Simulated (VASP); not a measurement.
# Ti (Im-3m) in VASP: notebook

The runs below take Ti through single point, with PBEsol.

Everything below comes from runs of VASP 6.6.1. Logs are shortened: lines on timing, memory, paths and dates and some standing lists are left out, and cuts for length are marked.

## (1) The cell of the first run

It takes space group Im-3m (No. 229, cubic). Conventional cell: a = 3.266 Å, b = 3.266 Å, c = 3.266 Å, α = 90.00°, β = 90.00°, γ = 90.00°. Ti (site symmetry m-3m) has 14 Ti at 2.83 to 3.27 Å within 3.7 Å.

## (2) Single point, PBEsol (volume 17.418 Å^3 an atom, c/a of the conventional cell 1.0000)

INCAR

```
ALGO = Fast
EDIFF = 1E-7
ENCUT = 520
GGA = PS
ISIF = 2
ISMEAR = 0
LASPH = T
LCHARG = T
LELF = T
LREAL = F
LVHAR = T
LWAVE = F
NBANDS = 12
NELM = 80
PREC = Accurate
SIGMA = 0.15
```

KPOINTS

```
k-points
0
Gamma
  22 22 22
```

POSCAR

```
Ti
1.0
   -1.6329746077      1.6329746077      1.6329746077
    1.6329746077     -1.6329746077      1.6329746077
    1.6329746077      1.6329746077     -1.6329746077
Ti
1
Direct
    0.0000000000      0.0000000000      0.0000000000
```

Potentials or basis: VASP PAW PBE potentials, release 64 (Ti_sv).

Run with:

```console
$ cat potpaw_PBE.64/Ti_sv/POTCAR > POTCAR
$ mpirun -np 1 vasp_std > vasp.out
```

OUTCAR:

```text
EDIFF = 1E-7
   ENCUT = 520
   GGA = PS
   ISIF = 2
   ISMEAR = 0
   LASPH = T
   LREAL = F
   NELM = 80
   PREC = Accurate

 ion  position               nearest neighbor table
   1  0.000  0.000  0.000-

  LATTYP: Found a body centered cubic cell.
 ALAT       =     3.2659492154

  Lattice vectors:

 A1 = (  -1.6329746077,   1.6329746077,   1.6329746077)
 A2 = (   1.6329746077,  -1.6329746077,   1.6329746077)
 A3 = (   1.6329746077,   1.6329746077,  -1.6329746077)

Analysis of symmetry for initial positions (statically):
=====================================================================
 Subroutine PRICEL returns:
 Original cell was already a primitive cell.

 Routine SETGRP: Setting up the symmetry group for a
 body centered cubic supercell.

 Subroutine GETGRP returns: Found 48 space group operations
 (whereof 48 operations were pure point group operations)
 out of a pool of 48 trial point group operations.

The static configuration has the point symmetry O_h .

Analysis of symmetry for dynamics (positions and initial velocities):
=====================================================================
 Subroutine PRICEL returns:
 Original cell was already a primitive cell.

 Routine SETGRP: Setting up the symmetry group for a
 body centered cubic supercell.

 Subroutine GETGRP returns: Found 48 space group operations
 (whereof 48 operations were pure point group operations)
 out of a pool of 48 trial point group operations.

The dynamic configuration has the point symmetry O_h .

 Subroutine INISYM returns: Found 48 space group operations
 (whereof 48 operations are pure point group operations),
 and found     1 'primitive' translations

----------------------------------------------------------------------------------------

                                     Primitive cell

  volume of cell :      17.4180

  direct lattice vectors                    reciprocal lattice vectors
    -1.632974608  1.632974608  1.632974608     0.000000000  0.306189697  0.306189697
     1.632974608 -1.632974608  1.632974608     0.306189697  0.000000000  0.306189697
     1.632974608  1.632974608 -1.632974608     0.306189697  0.306189697  0.000000000

  length of vectors
     2.828394988  2.828394988  2.828394988     0.433017622  0.433017622  0.433017622

  position of ions in fractional coordinates (direct lattice)
     0.000000000  0.000000000  0.000000000

  ion indices of the primitive-cell ions
   primitive index   ion index
                 1           1

----------------------------------------------------------------------------------------

 KPOINTS: k-points

Automatic generation of k-mesh.
 Grid dimensions read from file:
 generate k-points for:   22   22   22

 Generating k-lattice:

  Cartesian coordinates                     Fractional coordinates (reciprocal lattice)
     0.000000000  0.013917713  0.013917713     0.045454545  0.000000000  0.000000000
     0.013917713  0.000000000  0.013917713     0.000000000  0.045454545  0.000000000
     0.013917713  0.013917713  0.000000000     0.000000000  0.000000000  0.045454545

  Length of vectors
     0.019682619  0.019682619  0.019682619

  Shift w.r.t. Gamma in fractional coordinates (k-lattice)
     0.000000000  0.000000000  0.000000000

 Subroutine IBZKPT returns following result:
 ===========================================

 Found    328 irreducible k-points:

 Following reciprocal coordinates:
            Coordinates               Weight
  0.000000  0.000000  0.000000      1.000000
  0.045455  0.000000  0.000000     12.000000
  0.090909  0.000000  0.000000     12.000000
  0.136364  0.000000  0.000000     12.000000
  0.181818  0.000000  0.000000     12.000000
  0.227273  0.000000  0.000000     12.000000
[... 16 lines left out ...]
  0.090909  0.090909  0.000000     24.000000
  0.136364  0.090909  0.000000     48.000000
 [... further k-points ...]
   k-points           NKPTS =    328   k-points in BZ     NKDIM =    328   number of bands    NBANDS=     12
   number of dos      NEDOS =    301   number of ions     NIONS =      1
   total plane-waves  NPLWV =  13824
   dimension x,y,z NGX =    24 NGY =   24 NGZ =   24
   dimension x,y,z NGXF=    48 NGYF=   48 NGZF=   48
   ions per type =               1
   NGX,Y,Z   is equivalent  to a cutoff of  14.11, 14.11, 14.11 a.u.
   NGXF,Y,Z  is equivalent  to a cutoff of  28.21, 28.21, 28.21 a.u.
 SYSTEM =  unknown system
   PREC   = accura    normal or accurate (medium, high low for compatibility)
   ISTART =      0    job   : 0-new  1-cont  2-samecut
   ICHARG =      2    charge: 1-file 2-atom 10-const
   ISPIN  =      1    spin polarized calculation?
   LNONCOLLINEAR =      F non collinear calculations
   LSORBIT =      F    spin-orbit coupling
   LASPH  =      T    aspherical Exc in radial PAW
   ENCUT  =  520.0 eV  38.22 Ry    6.18 a.u.   5.26  5.26  5.26*2*pi/ulx,y,z
   NELM   =     80;   NELMIN=  2; NELMDL= -5     # of ELM steps
   EDIFF  = 0.1E-06   stopping-criterion for ELM
   LREAL  =      F    real-space projection
   EDIFFG = 0.1E-05   stopping-criterion for IOM
   NSW    =      0    number of steps for IOM
   IBRION =     -1    ionic relax: 0-MD 1-quasi-New 2-CG
   NFREE  =      0    steps in history (QN), initial steepest desc. (CG)
   ISIF   =      2    stress and relaxation
   ISYM   =      2    0-nonsym 1-usesym 2-fastsym
   POTIM  = 0.5000    time-step for ionic-motion
   TEBEG  =    0.0;   TEEND  =   0.0 temperature during run
   PSTRESS=    0.0 pullay stress
   NELECT =      12.0000    total number of electrons
   NUPDOWN=      -1.0000    fix difference up-down
   EMIN   =  10.00;   EMAX   =-10.00  energy-range for DOS
   EFERMI =   0.00;   METHOD = LEGACY
   ISMEAR =     0;   SIGMA  =   0.15  broadening in eV -4-tet -1-fermi 0-gaus
   EFERMI_NEDOS =   21; number of points for ismear=-14 and -15
   IALGO  =     68    algorithm
   IMIX   =      4    mixing-type and parameters
     AMIX     =   0.40;   BMIX     =  1.00
     AMIX_MAG =   1.60;   BMIX_MAG =  1.00
  volume/ion in A,a.u.               =      17.42       117.54
  Fermi-wavevector in a.u.,A,eV,Ry     =   1.445892  2.732339 28.444385  2.090603
  Thomas-Fermi vector in A             =   2.564022
   LORBIT       =      0    0 simple, 1 ext, 2 COOP (PROOUT), +10 PAW based schemes
   GGA     = PS    functional components
   LHFCALC =     F    Hartree Fock is set to
   AEXX    =    0.0000 exact exchange contribution
   IVDW    =     0    specifies the selected vdW correction
   LEPSILON=     F    determine dielectric tensor
   LRPA    =     F    only Hartree local field effects (RPA)
 non-spin polarized calculation
 RMM-DIIS sequential band-by-band and
 Gauss-broadening in eV      SIGMA  =   0.15
  energy-cutoff  :      520.00
  volume of cell :       17.42
 maximum number of plane-waves:       479
 NGX is ok and might be reduce to    24
   NGX = 11   NGY = 11   NGZ = 11

 number of electron      11.9999998 magnetization

 Free energy of the ion-electron system (eV)
  ---------------------------------------------------
  ext. energy  EPLUGINS =         0.00000000
  ---------------------------------------------------
  free energy    TOTEN  =        -8.23181695 eV

  energy without entropy =       -8.20568536  energy(sigma->0) =       -8.21875116

 E-fermi :   7.9268     XC(G=0): -11.6181

 val. band max:        7.9235612075   @ k =  -0.4091  -0.4091   0.1364
 cond. band min:       7.9310207890   @ k =   0.2273   0.2273   0.0000
 fundamental gap:      0.0074595816
 Fermi energy:         7.9268499554

 k-point     1 :       0.0000    0.0000    0.0000
  band No.  band energies     occupation
      1     -48.3747      2.00000
      2     -24.3284      2.00000
      3     -24.3284      2.00000
      4     -24.3284      2.00000
      5       1.9808      2.00000
      6       8.9091      0.00000
      7       8.9091      0.00000
      8       8.9091      0.00000
      9      10.6751      0.00000
     10      10.6751      0.00000
     11      25.3273      0.00000
     12      25.3273      0.00000

 k-point     2 :       0.0455    0.0000    0.0000
  band No.  band energies     occupation
      1     -48.3720      2.00000
      2     -24.3427      2.00000
      3     -24.3328      2.00000
      4     -24.3285      2.00000
      5       2.0518      2.00000
      6       8.8764      0.00000
      7       8.9009      0.00000
      8       8.9607      0.00000
      9      10.6357      0.00000
     10      10.6769      0.00000
     11      25.2221      0.00000
     12      25.3280      0.00000

 k-point     3 :       0.0909    0.0000    0.0000
  band No.  band energies     occupation
      1     -48.3643      2.00000
      2     -24.3843      2.00000
      3     -24.3456      2.00000
      4     -24.3287      2.00000
      5       2.2614      2.00000
      6       8.7825      0.00000
      7       8.8681      0.00000
      8       9.1137      0.00000
      9      10.5366      0.00000
     10      10.6833      0.00000
     11      24.8824      0.00000
     12      25.2714      0.00000

 k-point     4 :       0.1364    0.0000    0.0000
  band No.  band energies     occupation
      1     -48.3520      2.00000
      2     -24.4493      2.00000
      3     -24.3658      2.00000
      4     -24.3292      2.00000
      5       2.5995      2.00000
      6       8.6385      0.00000
      7       8.7898      0.00000
      8       9.3620      0.00000
      9      10.4267      0.00000
     10      10.6966      0.00000
     11      24.2819      0.00000
     12      25.0669      0.00000

 k-point     5 :       0.1818    0.0000    0.0000
  band No.  band energies     occupation
      1     -48.3362      2.00000
      2     -24.5320      2.00000
      3     -24.3915      2.00000
      4     -24.3297      2.00000
      5       3.0480      2.00000
      6       8.4601      0.00000
      7       8.6507      0.00000
      8       9.6956      0.00000
      9      10.3603      0.00000
     10      10.7196      0.00000
     11      23.4068      0.00000
     12      24.6334      0.00000

 k-point     6 :       0.2273    0.0000    0.0000
  band No.  band energies     occupation
      1     -48.3182      2.00000
      2     -24.6253      2.00000
      3     -24.4208      2.00000
      4     -24.3303      2.00000
      5       3.5776      2.00000
      6       8.2650      0.00143
      7       8.4701      0.00000
      8      10.0989      0.00000
      9      10.3618      0.00000
     10      10.7543      0.00000
     11      22.2968      0.00000
     12      24.0180      0.00000

 k-point     7 :       0.2727    0.0000    0.0000
  band No.  band energies     occupation
      1     -48.2993      2.00000
      2     -24.7214      2.00000
      3     -24.4511      2.00000
      4     -24.3309      2.00000
      5       4.1424      2.00000
      6       8.0700      0.17704
      7       8.3077      0.00033
      8      10.4185      0.00000
      9      10.5504      0.00000
     10      10.8005      0.00000
     11      21.0685      0.00000
     12      23.3351      0.00000

 k-point     8 :       0.3182    0.0000    0.0000
  band No.  band energies     occupation
      1     -48.2812      2.00000
      2     -24.8126      2.00000
      3     -24.4800      2.00000
      4     -24.3315      2.00000
      5       4.6733      2.00000
      6       7.8904      1.26911
      7       8.2441      0.00278
      8      10.5022      0.00000
      9      10.8552      0.00000
     10      11.0205      0.00000
     11      19.8150      0.00000
     12      22.6802      0.00000
[... 166 lines left out ...]
 k-point    20 :       0.3636    0.0455    0.0000
  band No.  band energies     occupation
      1     -48.2576      2.00000
      2     -24.9222      2.00000
      3     -24.5188      2.00000
      4     -24.3378      2.00000
      5       5.2778      2.00000
      6       7.6777      1.98116
      7       8.4071      0.00001
      8      10.5951      0.00000
      9      10.9699      0.00000
     10      11.7378      0.00000
     11      18.1060      0.00000
     12      21.8323      0.00000

 k-point    21 :       0.4091    0.0455   -0.0000
  band No.  band energies     occupation
      1     -48.2474      2.00000
      2     -24.9711      2.00000
      3     -24.5355      2.00000
      4     -24.3382      2.00000
      5       5.4498      2.00000
      6       7.5853      1.99872
      7       8.7030      0.00000
      8      10.6388      0.00000
      9      11.0230      0.00000
     10      12.0708      0.00000
     11      17.2280      0.00000
     12      21.4888      0.00000

 k-point    22 :       0.4545    0.0455    0.0000
  band No.  band energies     occupation
      1     -48.2421      2.00000
      2     -24.9965      2.00000
      3     -24.5443      2.00000
      4     -24.3384      2.00000
      5       5.5132      2.00000
      6       7.5379      1.99975
      7       8.9353      0.00000
      8      10.6468      0.00000
      9      11.0596      0.00000
     10      12.2564      0.00000
     11      16.7291      0.00000
     12      21.3113      0.00000

 k-point    23 :       0.0909    0.0909    0.0000
  band No.  band energies     occupation
      1     -48.3450      2.00000
      2     -24.4857      2.00000
      3     -24.3647      2.00000
      4     -24.3421      2.00000
      5       2.7972      2.00000
      6       8.6074      0.00000
      7       8.6670      0.00000
      8       9.5359      0.00000
      9      10.3379      0.00000
     10      10.7422      0.00000
     11      24.0744      0.00000
     12      24.7886      0.00000

 k-point    24 :       0.1364    0.0909    0.0000
  band No.  band energies     occupation
      1     -48.3299      2.00000
      2     -24.5616      2.00000
      3     -24.3889      2.00000
      4     -24.3464      2.00000
      5       3.2373      2.00000
      6       8.4415      0.00000
      7       8.5148      0.00000
      8       9.8797      0.00000
      9      10.2605      0.00000
     10      10.7928      0.00000
     11      23.3521      0.00000
     12      24.1812      0.00000

 [... further k-points ...]
[... 5 lines left out ...]
  --------------------------------------------------------------------------------------
  -------------------------------------------------------------------------------------
  Total       -0.5993357     -0.5993357     -0.5993357     -0.0000000     -0.0000000      0.0000000
  in kB      -55.1292920    -55.1292920    -55.1292920     -0.0000000     -0.0000000      0.0000000
  external PRESSURE =     -55.1292920 kB  Pullay stress =       0.0000000 kB

 VOLUME and BASIS-vectors are now :
 -----------------------------------------------------------------------------
  energy-cutoff  :      520.00
  volume of cell :       17.42
      direct lattice vectors                 reciprocal lattice vectors
    -1.632974608  1.632974608  1.632974608     0.000000000  0.306189697  0.306189697
     1.632974608 -1.632974608  1.632974608     0.306189697  0.000000000  0.306189697
     1.632974608  1.632974608 -1.632974608     0.306189697  0.306189697  0.000000000

 POSITION                                       TOTAL-FORCE (eV/Angst)
 -----------------------------------------------------------------------------------
      0.00000      0.00000      0.00000        -0.000000      0.000000      0.000000
 -----------------------------------------------------------------------------------
    total drift:                                0.000000      0.000000     -0.000000

  FREE ENERGIE OF THE ION-ELECTRON SYSTEM (eV)
  ---------------------------------------------------
  free  energy   TOTEN  =        -8.2318169522 eV

  energy  without entropy=       -8.2056853589  energy(sigma->0) =       -8.21875116
```

Run time: 60 s. Hardware: 1 thread of Intel Xeon Platinum 8559C (Emerald Rapids), shared host; peak memory 0.18 GiB.

Results:

```yaml
Free_energy: -8.2318 eV
Pressure: -5.5 GPa
Band_gap_on_the_k_mesh: zero (band 6 reaches 8.92 eV, above the bottom of band 7 at 7.33 eV)
```

Levels at points of the mesh, in eV from the Fermi level:
```tsv
k point	band 2	band 3	band 4	band 5	band 6	band 7	band 8	band 9	band 10	band 11
(0.00, 0.00, 0.00)	-32.26	-32.26	-32.26	-5.95	0.98	0.98	0.98	2.75	2.75	17.40
(0.50, 0.00, 0.00)	-32.93	-32.47	-32.26	-2.45	-0.40	1.14	2.73	3.08	4.27	8.75
(0.50, 0.50, 0.50)	-32.72	-32.72	-32.72	-2.09	-2.09	3.92	3.92	3.92	8.33	8.33
```

Caveat: the PAW data sets were made with another functional, which shifts forces and pressure a little.

## (3) Single point, PBEsol (volume 18.300 Å^3 an atom, c/a of the conventional cell 1.0000)

INCAR

```
PREC = Accurate
ENCUT = 520
EDIFF = 1E-6
ISMEAR = 0
SIGMA = 0.15
LREAL = False
LASPH = True
NELM = 100
ALGO = Normal
ISIF = 2
LWAVE = False
LCHARG = False
GGA = PS
NBANDS = 12
```

KPOINTS

```
regular mesh
0
Gamma
  22 22 22
```

POSCAR

```
Ti
1.0
   -1.6600851555      1.6600851555      1.6600851555
    1.6600851555     -1.6600851555      1.6600851555
    1.6600851555      1.6600851555     -1.6600851555
Ti
1
Direct
    0.0000000000      0.0000000000      0.0000000000
```

Potentials or basis: VASP PAW PBE potentials, release 64 (Ti_sv).

Run with:

```console
$ cat potpaw_PBE.64/Ti_sv/POTCAR > POTCAR
$ mpirun -np 1 vasp_std > vasp.out
```

Run time: 24 s. Hardware: 1 thread of Intel Xeon Platinum 8559C (Emerald Rapids), shared host; peak memory 0.19 GiB.

It converged, with:

| Item | Value |
| --- | --- |
| Free energy | -8.1898 eV |
| Pressure | -9.7 GPa |
| Band gap on the k mesh | zero (band 6 reaches 8.38 eV, above the bottom of band 7 at 6.86 eV) |

Levels at points of the mesh, in eV from the Fermi level:
```
           k point  band 3  band 4  band 5  band 6  band 7  band 8  band 9  band 10
(0.00, 0.00, 0.00)  -32.41  -32.41   -5.84    0.94    0.94    0.94    2.60     2.60
(0.50, 0.00, 0.00)  -32.59  -32.41   -2.34   -0.36    1.01    2.57    2.90     4.01
(0.50, 0.50, 0.50)  -32.81  -32.81   -1.93   -1.93    3.68    3.68    3.68     7.94
```

Caveat: the PAW data sets were made with another functional, which shifts forces and pressure a little.

## (4) Single point, PBEsol (volume 19.182 Å^3 an atom, c/a of the conventional cell 1.0000)

INCAR

```
SYSTEM = Ti
  PREC = Accurate
  ENCUT = 520
  EDIFF = 1E-6
  ISMEAR = 0
  SIGMA = 0.15
  LREAL = .False.
  LASPH = .True.
  NELM = 60
  ALGO = Normal
  ISIF = 2
  LWAVE = .False.
  LCHARG = .False.
  GGA = PS
  NBANDS = 12
```

KPOINTS

```
regular mesh
0
Gamma
  22 22 22
  0 0 0
```

POSCAR

```
Ti
1.0
   -1.6863380204      1.6863380204      1.6863380204
    1.6863380204     -1.6863380204      1.6863380204
    1.6863380204      1.6863380204     -1.6863380204
Ti
1
Direct
    0.0000000000      0.0000000000      0.0000000000
```

Run with:

```console
$ cat potpaw_PBE.64/Ti_sv/POTCAR > POTCAR
$ mpirun -np 1 vasp_std > vasp.out
```

Run time: 25 s. Hardware: 1 thread of Intel Xeon Platinum 8559C (Emerald Rapids), shared host; peak memory 0.19 GiB.

It converged, with:

```
Free energy            : -8.1272 eV
Pressure               : -13.0 GPa
Band gap on the k mesh : zero (band 6 reaches 7.88 eV, above the bottom of band 7 at 6.41 eV)
```

Levels at points of the mesh, in eV from the Fermi level:
| k point | band 2 | band 3 | band 4 | band 5 | band 6 | band 7 | band 8 | band 9 | band 10 | band 11 |
| --- | --- | --- | --- | --- | --- | --- | --- | --- | --- | --- |
| (0.00, 0.00, 0.00) | -32.55 | -32.55 | -32.55 | -5.72 | 0.89 | 0.89 | 0.89 | 2.45 | 2.45 | 16.72 |
| (0.50, 0.00, 0.00) | -33.04 | -32.71 | -32.55 | -2.23 | -0.32 | 0.89 | 2.42 | 2.73 | 3.77 | 7.73 |
| (0.50, 0.50, 0.50) | -32.89 | -32.89 | -32.89 | -1.80 | -1.80 | 3.47 | 3.47 | 3.47 | 7.59 | 7.59 |

Caveat: the PAW data sets were made with another functional, which shifts forces and pressure a little.

## (5) The runs side by side

| cell | gap on the mesh (eV) | pressure (GPa) |
| --- | --- | --- |
| a = 2.828 Å, angles 109.5°, 1 atom | none | -5.5 |
| a = 2.875 Å, angles 109.5°, 1 atom | none | -9.7 |
| a = 2.921 Å, angles 109.5°, 1 atom | none | -13.0 |

Alike in all rows: task single point; level PBEsol; potentials or basis VASP PAW PBE potentials, release 64 (Ti_sv); no spin polarisation; k mesh 22 × 22 × 22; cutoff (eV) 520; smearing gaussian 0.15 eV.

Caveats: the PAW data sets were made with another functional, which shifts forces and pressure a little.

Total energies depend on the potentials used, so only differences within one code and one set of settings carry meaning.
